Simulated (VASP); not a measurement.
Write the native input for VASP 6.6.1 that does the following.

```
Task                   : single point
Functional             : PBE
Dispersion             : D3(BJ)
Potentials or basis    : VASP PAW PBE potentials, release 64 (Sb_d_GW, Ga_d, O, C)
Cutoff                 : 520 eV
k mesh                 : 6 × 6 × 1
Occupations            : gaussian, width 0.1 eV
Spin                   : no spin polarisation
Dipole correction      : yes
Further INCAR settings : ALGO = Normal; EDIFF = 1e-06; NBANDS = 42; NELMDL = -8
```

The structure of Ga2Sb2CO lies in POSCAR:

```
Ga2Sb2CO
1.0
    4.3343814621      0.0000000000      0.0000000000
   -2.1671907311      3.7536844559      0.0000000000
    0.0000000000      0.0000000000     23.3197422777
Sb Ga O C
2 2 1 1
Direct
    0.0000000000      0.0000000000      0.1715284823
    0.3333333333      0.6666666667      0.3301590654
    0.3333333333      0.6666666667      0.2094685204
    0.6666666667      0.3333333333      0.3632005095
    0.7777777778      0.7777777778      0.4961350833
    0.7777777778      0.7777777778      0.5454495220
```

One way to write it, as run:

INCAR

```
PREC = Accurate ; ENCUT = 520
EDIFF = 1E-6 ; ISMEAR = 0
SIGMA = 0.1 ; LREAL = False
LASPH = True ; NELM = 120
ALGO = Normal ; ISIF = 2
LWAVE = False ; LCHARG = False
LDIPOL = True ; IDIPOL = 3
DIPOL = 0.5 0.5 0.353 ; GGA = PE
IVDW = 12 ; NBANDS = 42
GGA_COMPAT = False ; NELMDL = -8
```

KPOINTS

```
Automatic mesh
0
Gamma
  6 6 1
```

Potentials or basis: VASP PAW PBE potentials, release 64 (Sb_d_GW, Ga_d, O, C).

Run with:

```console
$ cat potpaw_PBE.64/Sb_d_GW/POTCAR potpaw_PBE.64/Ga_d/POTCAR potpaw_PBE.64/O/POTCAR potpaw_PBE.64/C/POTCAR > POTCAR
$ mpirun -np 1 vasp_std > vasp.out
```

It gave:

```json
{"Largest force": "0.663 eV/Å", "Band gap on the k mesh": "0.03 eV (least direct gap 0.15 eV)", "Dispersion energy per atom": "-0.167 eV"}
```

Caveat: spin-orbit coupling is left out, which moves the levels of the heavy elements.

Wall time 6.1 min on 1 thread of Intel(R) Xeon(R) 6975P-C (Granite Rapids) (shared host), peak memory 0.69 GiB.
